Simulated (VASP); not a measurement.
# Si16N (a cell with a defect) in VASP: single point with PBE+D3(BJ)

Aim: the single point of Si16N (a cell with a defect) with PBE+D3(BJ).

All numbers are computed with VASP 6.6.1; they aren't measurements. Logs are shortened: lines on timing, memory, paths and dates and some standing lists are left out, and cuts for length are marked.

## (1) The cell of the first run

The cell holds a defect, 17 atoms: a = 7.679 Å, b = 7.679 Å, c = 7.679 Å, α = 60.00°, β = 60.00°, γ = 60.00°.

## (2) Single point, PBE+D3(BJ), collinear spin, ferromagnetic start

The input, INCAR:

```
SYSTEM = Si16N
PREC = Accurate
ENCUT = 520
EDIFF = 1E-6
ISMEAR = 0
SIGMA = 0.05
LREAL = .False.
LASPH = .True.
NELM = 200
ALGO = Normal
ISIF = 2
LWAVE = .False.
LCHARG = .False.
ISPIN = 2
MAGMOM = 0 0 0 0 0 0 0 0 0 0 0 0 0 0 0 0 1
LORBIT = 11
GGA = PE
IVDW = 12
NBANDS = 52
GGA_COMPAT = .False.
```

The input, KPOINTS:

```
regular mesh
0
Gamma
  2 2 2
  0 0 0
```

The input, POSCAR:

```
Si16N
1.0
    0.0000000000      5.4300000000      5.4300000000
    5.4300000000      0.0000000000      5.4300000000
    5.4300000000      5.4300000000      0.0000000000
Si N
16 1
Direct
    0.0241300684     -0.0011734431     -0.0082377376
    0.1455787142      0.1189746479      0.1227978066
   -0.0117358710     -0.0117347841      0.4955824627
    0.1062354439      0.1155343822      0.6183248362
    0.0087079604      0.4952101156     -0.0002810936
    0.1367581535      0.6233358410      0.1165141146
    0.0030518479      0.4899341165      0.4909362314
    0.1235314082      0.6102962702      0.6238632561
    0.5191312623      0.0052065893      0.0434796063
    0.6483019614      0.1349275327      0.1542718449
    0.4778061424     -0.0352462463      0.5087365368
    0.6204659454      0.1064730348      0.6785929681
    0.5122696431      0.5107968690     -0.0083267637
    0.6324256359      0.6317373790      0.1232278699
    0.5015329238      0.4744560571      0.4960245865
    0.6286771235      0.5931378864      0.6181534146
    0.4795635368      0.9656852517      0.7273372603
```

Potentials or basis: VASP PAW PBE potentials, release 64 (Si, N).

Command:

```
$ cat potpaw_PBE.64/Si/POTCAR potpaw_PBE.64/N/POTCAR > POTCAR
$ mpirun -np 1 vasp_std > vasp.out
```

OUTCAR:

```text
SYSTEM = Si16N
   PREC = Accurate
   ENCUT = 520
   EDIFF = 1E-6
   ISMEAR = 0
   LREAL = .False.
   LASPH = .True.
   NELM = 200
   ISIF = 2
   ISPIN = 2
   LORBIT = 11
   GGA = PE
   IVDW = 12
 IVDW          = 12

 ion  position               nearest neighbor table
   1  0.024  0.999  0.992-   2 2.34   6 2.36   4 2.37  10 2.38
   2  0.146  0.119  0.123-   1 2.34   3 2.35   5 2.36   9 2.38
   3  0.988  0.988  0.496-   4 2.31  12 2.35   2 2.35   8 2.37
   4  0.106  0.116  0.618-   3 2.31  11 2.34   7 2.35   1 2.37
   5  0.009  0.495  1.000-   6 2.34   2 2.36  14 2.36   8 2.36
   6  0.137  0.623  0.117-   5 2.34   7 2.35   1 2.36  13 2.36
   7  0.003  0.490  0.491-   8 2.34   6 2.35  16 2.35   4 2.35
   8  0.124  0.610  0.624-   7 2.34   5 2.36   3 2.37  15 2.37
   9  0.519  0.005  0.043-  12 2.30  10 2.32  14 2.37   2 2.38
  10  0.648  0.135  0.154-   9 2.32  11 2.33   1 2.38  13 2.38
  11  0.478  0.965  0.509-  17 1.69  10 2.33   4 2.34  16 2.34  12 2.85
  12  0.620  0.106  0.679-  17 1.69   9 2.30   3 2.35  15 2.35  11 2.85
  13  0.512  0.511  0.992-  14 2.34   6 2.36  16 2.37  10 2.38
  14  0.632  0.632  0.123-  13 2.34  15 2.35   5 2.36   9 2.37
  15  0.502  0.474  0.496-  16 2.31  12 2.35  14 2.35   8 2.37
  16  0.629  0.593  0.618-  15 2.31  11 2.34   7 2.35  13 2.37
  17  0.480  0.966  0.727-  12 1.69  11 1.69

  LATTYP: Found a face centered cubic cell.
 ALAT       =    10.8600000000

  Lattice vectors:

 A1 = (   0.0000000000,   5.4300000000,   5.4300000000)
 A2 = (   5.4300000000,   0.0000000000,   5.4300000000)
 A3 = (   5.4300000000,   5.4300000000,   0.0000000000)

Analysis of symmetry for initial positions (statically):
=====================================================================
 Subroutine PRICEL returns:
 Original cell was already a primitive cell.

 Routine SETGRP: Setting up the symmetry group for a
 face centered cubic supercell.

 Subroutine GETGRP returns: Found  1 space group operations
 (whereof  1 operations were pure point group operations)
 out of a pool of 48 trial point group operations.

The static configuration has the point symmetry C_1 .

Analysis of symmetry for dynamics (positions and initial velocities):
=====================================================================
 Subroutine PRICEL returns:
 Original cell was already a primitive cell.

 Routine SETGRP: Setting up the symmetry group for a
 face centered cubic supercell.

 Subroutine GETGRP returns: Found  1 space group operations
 (whereof  1 operations were pure point group operations)
 out of a pool of 48 trial point group operations.

The dynamic configuration has the point symmetry C_1 .

Analysis of structural, dynamic, and magnetic symmetry:
=====================================================================
 Subroutine PRICEL returns:
 Original cell was already a primitive cell.

 Routine SETGRP: Setting up the symmetry group for a
 face centered cubic supercell.

 Subroutine GETGRP returns: Found  1 space group operations
 (whereof  1 operations were pure point group operations)
 out of a pool of 48 trial point group operations.

The overall configuration has the point symmetry C_1 .

 Subroutine INISYM returns: Found  1 space group operations
 (whereof  1 operations are pure point group operations),
 and found     1 'primitive' translations

----------------------------------------------------------------------------------------

                                     Primitive cell

  volume of cell :     320.2060

  direct lattice vectors                    reciprocal lattice vectors
     0.000000000  5.430000000  5.430000000    -0.092081031  0.092081031  0.092081031
     5.430000000  0.000000000  5.430000000     0.092081031 -0.092081031  0.092081031
     5.430000000  5.430000000  0.000000000     0.092081031  0.092081031 -0.092081031

  length of vectors
     7.679179644  7.679179644  7.679179644     0.159489025  0.159489025  0.159489025

  position of ions in fractional coordinates (direct lattice)
     0.024130068  0.998826557  0.991762262
     0.145578714  0.118974648  0.122797807
     0.988264129  0.988265216  0.495582463
     0.106235444  0.115534382  0.618324836
     0.008707960  0.495210116  0.999718906
     0.136758153  0.623335841  0.116514115
[... 9 lines left out ...]
     0.628677123  0.593137886  0.618153415
     0.479563537  0.965685252  0.727337260

  ion indices of the primitive-cell ions
   primitive index   ion index
[... 63 lines left out ...]
   PREC   = accura    normal or accurate (medium, high low for compatibility)
   ISTART =      0    job   : 0-new  1-cont  2-samecut
   ICHARG =      2    charge: 1-file 2-atom 10-const
   ISPIN  =      2    spin polarized calculation?
   LNONCOLLINEAR =      F non collinear calculations
   LSORBIT =      F    spin-orbit coupling
   LASPH  =      T    aspherical Exc in radial PAW
   ENCUT  =  520.0 eV  38.22 Ry    6.18 a.u.  14.28 14.28 14.28*2*pi/ulx,y,z
   NELM   =    200;   NELMIN=  2; NELMDL= -5     # of ELM steps
   EDIFF  = 0.1E-05   stopping-criterion for ELM
   LREAL  =      F    real-space projection
   EDIFFG = 0.1E-04   stopping-criterion for IOM
   NSW    =      0    number of steps for IOM
   IBRION =     -1    ionic relax: 0-MD 1-quasi-New 2-CG
   NFREE  =      0    steps in history (QN), initial steepest desc. (CG)
   ISIF   =      2    stress and relaxation
   ISYM   =      2    0-nonsym 1-usesym 2-fastsym
   POTIM  = 0.5000    time-step for ionic-motion
   TEBEG  =    0.0;   TEEND  =   0.0 temperature during run
   PSTRESS=    0.0 pullay stress
   NELECT =      69.0000    total number of electrons
   NUPDOWN=      -1.0000    fix difference up-down
   EMIN   =  10.00;   EMAX   =-10.00  energy-range for DOS
   EFERMI =   0.00;   METHOD = LEGACY
   ISMEAR =     0;   SIGMA  =   0.05  broadening in eV -4-tet -1-fermi 0-gaus
   EFERMI_NEDOS =   21; number of points for ismear=-14 and -15
   IALGO  =     38    algorithm
   IMIX   =      4    mixing-type and parameters
     AMIX     =   0.40;   BMIX     =  1.00
     AMIX_MAG =   1.60;   BMIX_MAG =  1.00
  volume/ion in A,a.u.               =      18.84       127.11
  Fermi-wavevector in a.u.,A,eV,Ry     =   0.981480  1.854728 13.106528  0.963303
  Thomas-Fermi vector in A             =   2.112490
   LORBIT       =     11    0 simple, 1 ext, 2 COOP (PROOUT), +10 PAW based schemes
   GGA     = PE    functional components
   LHFCALC =     F    Hartree Fock is set to
   AEXX    =    0.0000 exact exchange contribution
   IVDW    =    12    specifies the selected vdW correction
   LEPSILON=     F    determine dielectric tensor
   LRPA    =     F    only Hartree local field effects (RPA)
 spin polarized calculation
 Gauss-broadening in eV      SIGMA  =   0.05
  energy-cutoff  :      520.00
  volume of cell :      320.21
 maximum number of plane-waves:      8646
 NGX is ok and might be reduce to    60
   NGX = 29   NGY = 29   NGZ = 29

 number of electron      69.0000000 magnetization       0.0002099

 number of electron      69.0000000 magnetization      -0.0000543

 Free energy of the ion-electron system (eV)
  ---------------------------------------------------
  ext. energy  EPLUGINS =         0.00000000
  ---------------------------------------------------
  free energy    TOTEN  =       -92.25169905 eV

  energy without entropy =      -92.24755755  energy(sigma->0) =      -92.24962830

 E-fermi :   5.7633     XC(G=0):  -9.5586

 val. band max:        5.7111103098   @ k =   0.0000   0.5000   0.0000
 cond. band min:       5.8029210409   @ k =   0.0000   0.0000   0.0000
 fundamental gap:      0.0918107311
 Fermi energy:         5.7633085533

 spin component 1

 k-point     1 :       0.0000    0.0000    0.0000
  band No.  band energies     occupation
      1      -9.3746      1.00000
      2      -5.7061      1.00000
      3      -3.9361      1.00000
      4      -3.7123      1.00000
      5      -3.6935      1.00000
      6      -3.2547      1.00000
[... 381 lines left out ...]
     45      10.0302      0.00000
     46      10.2902      0.00000
 Fermi energy:         5.7633085533

 spin component 2

 k-point     1 :       0.0000    0.0000    0.0000
  band No.  band energies     occupation
      1      -9.3746      1.00000
      2      -5.7061      1.00000
      3      -3.9361      1.00000
      4      -3.7123      1.00000
      5      -3.6935      1.00000
      6      -3.2547      1.00000
[... 381 lines left out ...]
     45      10.0302      0.00000
     46      10.2902      0.00000
 [bands above 46 left out]

------------------------ aborting loop because EDIFF is reached ----------------------------------------

 Edisp (eV)   -5.30016

 E8    (eV) :    -2.1735

  FORCE on cell =-STRESS in cart. coord.  units (eV):
  Direction    XX          YY          ZZ          XY          YZ          ZX
  --------------------------------------------------------------------------------------
  -------------------------------------------------------------------------------------
  Total       2.43039     2.43502     1.85975     4.20133     3.12337     3.12088
  in kB      12.16064    12.18382     9.30543    21.02168    15.62805    15.61556
  external pressure =       11.22 kB  Pullay stress =        0.00 kB

 VOLUME and BASIS-vectors are now :
 -----------------------------------------------------------------------------
  energy-cutoff  :      520.00
  volume of cell :      320.21
      direct lattice vectors                 reciprocal lattice vectors
     0.000000000  5.430000000  5.430000000    -0.092081031  0.092081031  0.092081031
     5.430000000  0.000000000  5.430000000     0.092081031 -0.092081031  0.092081031
     5.430000000  5.430000000  0.000000000     0.092081031  0.092081031 -0.092081031

 POSITION                                       TOTAL-FORCE (eV/Angst)
 -----------------------------------------------------------------------------------
     10.80890      5.51630      5.55465         0.002861     -0.001512      0.004551
      1.31282      1.45728      1.43652        -0.004682      0.007394     -0.002372
      8.05729      8.05729     10.73255         0.010341     -0.000983      0.003286
      3.98486      3.93436      1.20421        -0.010170     -0.004847     -0.006179
      8.11746      5.47576      2.73628         0.003196      0.000779      0.002886
      4.01739      1.37527      4.12731        -0.003182     -0.001716     -0.001410
[... 9 lines left out ...]
      6.57731      6.77029      6.63446         0.002427     -0.004377     -0.008740
      9.19311      6.55347      7.84770         0.008846      0.007932     -0.021746
 -----------------------------------------------------------------------------------
    total drift:                               -0.000076     -0.000146      0.000123

  FREE ENERGIE OF THE ION-ELECTRON SYSTEM (eV)
  ---------------------------------------------------
  free  energy   TOTEN  =       -97.5518591179 eV

  energy  without entropy=      -97.5477176151  energy(sigma->0) =      -97.54978837

 total charge

# of ion       s       p       d       tot
------------------------------------------
    1        0.749   0.922   0.000   1.671
    2        0.748   0.932   0.000   1.679
    3        0.753   0.954   0.000   1.707
    4        0.757   0.946   0.000   1.703
    5        0.741   0.949   0.000   1.691
    6        0.742   0.952   0.000   1.693
[... 9 lines left out ...]
   16        0.757   0.945   0.000   1.702
   17        1.281   2.520   0.000   3.801
--------------------------------------------------
tot         13.271  17.638   0.000  30.909

 magnetization (x)

# of ion       s       p       d       tot
------------------------------------------
    1        0.000  -0.000   0.000  -0.000
    2        0.000  -0.000   0.000  -0.000
    3       -0.000  -0.000   0.000  -0.000
    4       -0.000  -0.000   0.000  -0.000
    5        0.000   0.000   0.000   0.000
    6        0.000   0.000   0.000   0.000
[... 9 lines left out ...]
   16       -0.000  -0.000   0.000  -0.000
   17       -0.000  -0.000   0.000  -0.000
--------------------------------------------------
tot         -0.000  -0.000   0.000  -0.000
```

It took 11 min on 1 thread of Intel Xeon 8259CL, shared host; peak memory 0.74 GiB.

What came out:

```yaml
Free_energy: -97.5519 eV
Pressure: 1.1 GPa
Largest_force: 0.051 eV/Å
Net_moment: 0.00 μB per cell
Valence_electrons_inside_the_program's_atomic_spheres: Si 1.67, 1.68, 1.71, 1.70, 1.69 (each value once); N 3.80
Dispersion_energy_per_atom: -0.312 eV
```

Forces on the atoms (eV/Å):
```
Si   0.003 -0.002  0.005
Si  -0.005  0.007 -0.002
Si   0.010 -0.001  0.003
Si  -0.010 -0.005 -0.006
Si   0.003  0.001  0.003
Si  -0.003 -0.002 -0.001
Si  -0.002  0.000  0.003
Si  -0.004  0.000 -0.004
Si   0.015  0.007 -0.023
Si   0.007  0.005 -0.001
Si  -0.032 -0.027  0.001
Si   0.013  0.006  0.049
Si  -0.001  0.002  0.005
Si   0.000 -0.004 -0.003
Si  -0.006  0.008  0.003
Si   0.002 -0.004 -0.009
N    0.009  0.008 -0.022
```

Stress tensor (GPa, compression positive):
```
1.22 2.10 1.56
2.10 1.22 1.56
1.56 1.56 0.93
```

Caveat: the k points lie up to 0.50 Å⁻¹ apart.
